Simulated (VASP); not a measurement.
# TiSi (Cmmm) in VASP: notebook

Runs on TiSi. Level: r2SCAN. Tasks: single point.

Everything below comes from runs of VASP 6.6.1. Logs are shortened: lines on timing, memory, paths and dates and some standing lists are left out, and cuts for length are marked.

## 1. The cell of the first run

Symmetry: Cmmm, No. 65, orthorhombic system. The conventional cell has a = 3.632 Å, b = 4.235 Å, c = 3.804 Å, α = 90.00°, β = 90.00°, γ = 90.00°. Within 3.9 Å of Ti (site symmetry mmm) lie 8 Si at 2.63 to 2.85 Å and 8 Ti at 2.79 to 3.80 Å. Within 3.9 Å of Si (site symmetry mmm) lie 8 Ti at 2.63 to 2.85 Å and 8 Si at 2.79 to 3.80 Å.

## 2. Single point, r2SCAN, collinear spin

Contents of POSCAR:

```
TiSi
1.0
    1.8161780000     -2.1176240000      0.0000000000
    1.8161780000      2.1176240000      0.0000000000
    0.0000000000      0.0000000000      3.8039340000
Ti Si
1 1
Direct
    0.5000000000      0.5000000000      0.0000000000
    0.0000000000      0.0000000000      0.5000000000
```

Contents of INCAR.step1:

```
PREC = Accurate
ENCUT = 520
ISMEAR = -1
SIGMA = 0.05
LREAL = False
LASPH = True
NELM = 150
ISPIN = 2
MAGMOM = 0.2 0
NUPDOWN = 0.2
LMAXMIX = 4
NBANDS = 19
GGA = PE
ALGO = Normal
EDIFF = 1E-4
LWAVE = True
LCHARG = False
```

Contents of INCAR.step2:

```
PREC = Accurate
ENCUT = 520
EDIFF = 1E-6
ISMEAR = -1
SIGMA = 0.05
LREAL = False
LASPH = True
NELM = 150
ALGO = Normal
ISIF = 2
LWAVE = False
LCHARG = False
ISPIN = 2
MAGMOM = 0.2 0
LORBIT = 11
NUPDOWN = 0.2
LMAXMIX = 4
METAGGA = R2SCAN
LMIXTAU = True
NBANDS = 19
ISTART = 1
```

Contents of KPOINTS:

```
Automatic mesh
0
Gamma
  14 14 10
```

Potentials or basis: VASP PAW PBE potentials, release 64 (Ti_sv, Si).

Command:

```
> cat potpaw_PBE.64/Ti_sv/POTCAR potpaw_PBE.64/Si/POTCAR > POTCAR
> cp INCAR.step1 INCAR
> mpirun -np 1 vasp_std > vasp.out
> cp INCAR.step2 INCAR
> mpirun -np 1 vasp_std > vasp.out
```

OUTCAR:

```text
PREC = Accurate
   ENCUT = 520
   EDIFF = 1E-6
   ISMEAR = -1
   LREAL = False
   LASPH = True
   NELM = 150
   ISIF = 2
   ISPIN = 2
   LORBIT = 11
   NUPDOWN = 0.2
   METAGGA = R2SCAN
   ISTART = 1

 ion  position               nearest neighbor table
   1  0.500  0.500  0.000-   2 2.63   2 2.63   2 2.63   2 2.63   2 2.85   2 2.85   2 2.85   2 2.85

   2  0.000  0.000  0.500-   1 2.63   1 2.63   1 2.63   1 2.63   1 2.85   1 2.85   1 2.85   1 2.85

  LATTYP: Found a base centered orthorhombic cell.
 ALAT       =     3.6323560000
 B/A-ratio  =     1.1659782246
 C/A-ratio  =     1.0472360088

  Lattice vectors:

 A1 = (   1.8161780000,  -2.1176240000,   0.0000000000)
 A2 = (   1.8161780000,   2.1176240000,   0.0000000000)
 A3 = (   0.0000000000,   0.0000000000,   3.8039340000)

Analysis of symmetry for initial positions (statically):
=====================================================================
 Subroutine PRICEL returns:
 Original cell was already a primitive cell.

 Routine SETGRP: Setting up the symmetry group for a
 base centered orthorhombic supercell.

 Subroutine GETGRP returns: Found  8 space group operations
 (whereof  8 operations were pure point group operations)
 out of a pool of  8 trial point group operations.

The static configuration has the point symmetry D_2h.

Analysis of symmetry for dynamics (positions and initial velocities):
=====================================================================
 Subroutine PRICEL returns:
 Original cell was already a primitive cell.

 Routine SETGRP: Setting up the symmetry group for a
 base centered orthorhombic supercell.

 Subroutine GETGRP returns: Found  8 space group operations
 (whereof  8 operations were pure point group operations)
 out of a pool of  8 trial point group operations.

The dynamic configuration has the point symmetry D_2h.

Analysis of structural, dynamic, and magnetic symmetry:
=====================================================================
 Subroutine PRICEL returns:
 Original cell was already a primitive cell.

 Routine SETGRP: Setting up the symmetry group for a
 base centered orthorhombic supercell.

 Subroutine GETGRP returns: Found  8 space group operations
 (whereof  8 operations were pure point group operations)
 out of a pool of  8 trial point group operations.

The overall configuration has the point symmetry D_2h.

 Subroutine INISYM returns: Found  8 space group operations
 (whereof  8 operations are pure point group operations),
 and found     1 'primitive' translations

----------------------------------------------------------------------------------------

                                     Primitive cell

  volume of cell :      29.2597

  direct lattice vectors                    reciprocal lattice vectors
     1.816178000 -2.117624000  0.000000000     0.275303412 -0.236113682  0.000000000
     1.816178000  2.117624000  0.000000000     0.275303412  0.236113682  0.000000000
     0.000000000  0.000000000  3.803934000     0.000000000  0.000000000  0.262885739

  length of vectors
     2.789773097  2.789773097  3.803934000     0.362686696  0.362686696  0.262885739

  position of ions in fractional coordinates (direct lattice)
     0.500000000  0.500000000  0.000000000
     0.000000000  0.000000000  0.500000000

  ion indices of the primitive-cell ions
   primitive index   ion index
                 1           1
                 2           2

----------------------------------------------------------------------------------------

 KPOINTS: Automatic mesh

Automatic generation of k-mesh.
 Grid dimensions read from file:
 generate k-points for:   14   14   10

 Generating k-lattice:

  Cartesian coordinates                     Fractional coordinates (reciprocal lattice)
     0.019664529 -0.016865263  0.000000000     0.071428571  0.000000000  0.000000000
     0.019664529  0.016865263  0.000000000     0.000000000  0.071428571  0.000000000
     0.000000000  0.000000000  0.026288574     0.000000000  0.000000000  0.100000000

  Length of vectors
     0.025906193  0.025906193  0.026288574

  Shift w.r.t. Gamma in fractional coordinates (k-lattice)
     0.000000000  0.000000000  0.000000000

 Subroutine IBZKPT returns following result:
 ===========================================

 Found    342 irreducible k-points:

 Following reciprocal coordinates:
            Coordinates               Weight
  0.000000  0.000000  0.000000      1.000000
  0.071429 -0.000000  0.000000      4.000000
  0.142857  0.000000  0.000000      4.000000
  0.214286  0.000000  0.000000      4.000000
  0.285714  0.000000  0.000000      4.000000
  0.357143  0.000000  0.000000      4.000000
[... 16 lines left out ...]
  0.214286  0.142857  0.000000      4.000000
  0.285714  0.142857  0.000000      4.000000
 [... further k-points ...]
   k-points           NKPTS =    342   k-points in BZ     NKDIM =    342   number of bands    NBANDS=     19
   number of dos      NEDOS =    301   number of ions     NIONS =      2
   total plane-waves  NPLWV =  16128
   dimension x,y,z NGX =    24 NGY =   24 NGZ =   28
   dimension x,y,z NGXF=    48 NGYF=   48 NGZF=   56
   ions per type =               1   1
   NGX,Y,Z   is equivalent  to a cutoff of  14.30, 14.30, 12.24 a.u.
   NGXF,Y,Z  is equivalent  to a cutoff of  28.60, 28.60, 24.47 a.u.
 SYSTEM =  unknown system
   PREC   = accura    normal or accurate (medium, high low for compatibility)
   ISTART =      1    job   : 0-new  1-cont  2-samecut
   ICHARG =      0    charge: 1-file 2-atom 10-const
   ISPIN  =      2    spin polarized calculation?
   LNONCOLLINEAR =      F non collinear calculations
   LSORBIT =      F    spin-orbit coupling
   LASPH  =      T    aspherical Exc in radial PAW
   ENCUT  =  520.0 eV  38.22 Ry    6.18 a.u.   5.19  5.19  7.07*2*pi/ulx,y,z
   NELM   =    150;   NELMIN=  2; NELMDL=  0     # of ELM steps
   EDIFF  = 0.1E-05   stopping-criterion for ELM
   LREAL  =      F    real-space projection
   EDIFFG = 0.1E-04   stopping-criterion for IOM
   NSW    =      0    number of steps for IOM
   IBRION =     -1    ionic relax: 0-MD 1-quasi-New 2-CG
   NFREE  =      0    steps in history (QN), initial steepest desc. (CG)
   ISIF   =      2    stress and relaxation
   ISYM   =      2    0-nonsym 1-usesym 2-fastsym
   POTIM  = 0.5000    time-step for ionic-motion
   TEBEG  =    0.0;   TEEND  =   0.0 temperature during run
   PSTRESS=    0.0 pullay stress
   NELECT =      16.0000    total number of electrons
   NUPDOWN=       0.2000    fix difference up-down
   EMIN   =  10.00;   EMAX   =-10.00  energy-range for DOS
   EFERMI =   0.00;   METHOD = LEGACY
   ISMEAR =    -1;   SIGMA  =   0.05  broadening in eV -4-tet -1-fermi 0-gaus
   EFERMI_NEDOS =   21; number of points for ismear=-14 and -15
   IALGO  =     38    algorithm
   IMIX   =      4    mixing-type and parameters
     AMIX     =   0.40;   BMIX     =  1.00
     AMIX_MAG =   1.60;   BMIX_MAG =  1.00
  volume/ion in A,a.u.               =      14.63        98.73
  Fermi-wavevector in a.u.,A,eV,Ry     =   1.338725  2.529824 24.384157  1.792185
  Thomas-Fermi vector in A             =   2.467173
   LORBIT       =     11    0 simple, 1 ext, 2 COOP (PROOUT), +10 PAW based schemes
   METAGGA = R2SCAN    functional components
   LHFCALC =     F    Hartree Fock is set to
   AEXX    =    0.0000 exact exchange contribution
   IVDW    =     0    specifies the selected vdW correction
   LEPSILON=     F    determine dielectric tensor
   LRPA    =     F    only Hartree local field effects (RPA)
 spin polarized calculation
  energy-cutoff  :      520.00
  volume of cell :       29.26
 maximum number of plane-waves:       814
 NGX is ok and might be reduce to    24
   NGX = 11   NGY = 11   NGZ = 15

 number of electron      16.0000004 magnetization       0.2000000

 Free energy of the ion-electron system (eV)
  ---------------------------------------------------
  ext. energy  EPLUGINS =         0.00000000
  ---------------------------------------------------
  free energy    TOTEN  =       -22.77124950 eV

  energy without entropy =      -22.76146866  energy(sigma->0) =      -22.76635908

 E-fermi :  10.0791     XC(G=0): -12.5898

 val. band max:       10.2897419055   @ k =   0.0000   0.0000   0.3000
 cond. band min:      10.0860882512   @ k =  -0.2857   0.1429   0.5000
 fundamental gap:     -0.2036536544
 Fermi energy:        10.2914106771

 spin component 1

 k-point     1 :       0.0000    0.0000    0.0000
  band No.  band energies     occupation
      1     -48.9569      1.00000
      2     -24.3371      1.00000
      3     -23.8882      1.00000
      4     -23.7958      1.00000
      5      -2.2887      1.00000
      6       7.5842      1.00000
[... 11 lines left out ...]
     18      27.8529      0.00000
     19      28.5628      0.00000

 k-point     2 :       0.0714   -0.0000    0.0000
  band No.  band energies     occupation
      1     -48.9533      1.00000
      2     -24.3334      1.00000
      3     -23.9037      1.00000
      4     -23.8084      1.00000
      5      -2.1803      1.00000
      6       7.6683      1.00000
[... 11 lines left out ...]
     18      28.1475      0.00000
     19      28.8210      0.00000

 k-point     3 :       0.1429    0.0000    0.0000
  band No.  band energies     occupation
      1     -48.9430      1.00000
      2     -24.3229      1.00000
      3     -23.9682      1.00000
      4     -23.8219      1.00000
      5      -1.8577      1.00000
      6       7.8826      1.00000
[... 434 lines left out ...]
      1     -48.9137      1.00000
      2     -24.2927      1.00000
      3     -24.0825      1.00000
      4     -23.9324      1.00000
      5      -0.7259      1.00000
      6       7.6361      1.00000
[... 11 lines left out ...]
     18      26.8495      0.00000
     19      27.5211      0.00000

 k-point    24 :       0.2857    0.1429    0.0000
  band No.  band energies     occupation
      1     -48.8974      1.00000
      2     -24.2763      1.00000
      3     -24.2025      1.00000
      4     -23.9292      1.00000
      5       0.0353      1.00000
      6       6.8574      1.00000
[... 11 lines left out ...]
     18      25.7481      0.00000
     19      26.6486      0.00000

 [... further k-points ...]

 spin component 2

 k-point     1 :       0.0000    0.0000    0.0000
  band No.  band energies     occupation
      1     -48.8034      1.00000
      2     -24.1781      1.00000
      3     -23.7521      1.00000
      4     -23.6319      1.00000
      5      -2.2347      1.00000
      6       7.7056      1.00000
[... 11 lines left out ...]
     18      28.0203      0.00000
     19      28.6141      0.00000

 k-point     2 :       0.0714   -0.0000    0.0000
  band No.  band energies     occupation
      1     -48.7997      1.00000
      2     -24.1744      1.00000
      3     -23.7668      1.00000
      4     -23.6449      1.00000
      5      -2.1264      1.00000
      6       7.7894      1.00000
[... 11 lines left out ...]
     18      28.2111      0.00000
     19      28.9625      0.00000

 k-point     3 :       0.1429    0.0000    0.0000
  band No.  band energies     occupation
      1     -48.7896      1.00000
      2     -24.1640      1.00000
      3     -23.8261      1.00000
      4     -23.6630      1.00000
      5      -1.8043      1.00000
      6       8.0012      1.00000
[... 434 lines left out ...]
      1     -48.7605      1.00000
      2     -24.1340      1.00000
      3     -23.9394      1.00000
      4     -23.7727      1.00000
      5      -0.6737      1.00000
      6       7.7297      1.00000
[... 11 lines left out ...]
     18      26.9404      0.00000
     19      27.6552      0.00000

 k-point    24 :       0.2857    0.1429    0.0000
  band No.  band energies     occupation
      1     -48.7444      1.00000
      2     -24.1177      1.00000
      3     -24.0539      1.00000
      4     -23.7740      1.00000
      5       0.0862      1.00000
      6       6.9466      1.00000
[... 11 lines left out ...]
     18      25.8129      0.00000
     19      26.7655      0.00000

 [... further k-points ...]

------------------------ aborting loop because EDIFF is reached ----------------------------------------

  FORCE on cell =-STRESS in cart. coord.  units (eV):
  Direction    XX          YY          ZZ          XY          YZ          ZX
  --------------------------------------------------------------------------------------
  -------------------------------------------------------------------------------------
  Total       -0.2235049     -0.3478966     -0.1917796     -0.0000000      0.0000000      0.0000000
  in kB      -12.2384799    -19.0498030    -10.5012909     -0.0000000      0.0000000      0.0000000
  external PRESSURE =     -13.9298579 kB  Pullay stress =       0.0000000 kB

 VOLUME and BASIS-vectors are now :
 -----------------------------------------------------------------------------
  energy-cutoff  :      520.00
  volume of cell :       29.26
      direct lattice vectors                 reciprocal lattice vectors
     1.816178000 -2.117624000  0.000000000     0.275303412 -0.236113682  0.000000000
     1.816178000  2.117624000  0.000000000     0.275303412  0.236113682  0.000000000
     0.000000000  0.000000000  3.803934000     0.000000000  0.000000000  0.262885739

 POSITION                                       TOTAL-FORCE (eV/Angst)
 -----------------------------------------------------------------------------------
      1.81618      0.00000      0.00000        -0.000000     -0.000000      0.000000
      0.00000      0.00000      1.90197         0.000000      0.000000      0.000000
 -----------------------------------------------------------------------------------
    total drift:                               -0.000000     -0.000000     -0.000000

  FREE ENERGIE OF THE ION-ELECTRON SYSTEM (eV)
  ---------------------------------------------------
  free  energy   TOTEN  =       -22.7712494983 eV

  energy  without entropy=      -22.7614686564  energy(sigma->0) =      -22.76635908

 total charge

# of ion       s       p       d       tot
------------------------------------------
    1        2.192   6.142   2.007  10.340
    2        0.756   0.891   0.000   1.647
--------------------------------------------------
tot          2.948   7.032   2.007  11.987

 magnetization (x)

# of ion       s       p       d       tot
------------------------------------------
    1        0.004   0.007   0.123   0.135
    2        0.000   0.000   0.000   0.001
--------------------------------------------------
tot          0.005   0.007   0.123   0.135
```

Run time: 7 min. Hardware: 1 thread of Intel Xeon 6975P-C (Granite Rapids), shared host; peak memory 0.38 GiB.

What came out:

- Free energy: -22.7712 eV
- Pressure: -1.4 GPa
- Net moment: 0.20 μB per cell
- Site moments: Ti +0.14; Si +0.00 μB
- Valence electrons inside the program's atomic spheres: Ti 10.34; Si 1.65

Caveat: the PAW data sets were made with another functional, which shifts forces and pressure a little; the total moment is fixed, so each spin has its own Fermi level and the state may be an excited one.

(Part 1 of 2 ends here.)
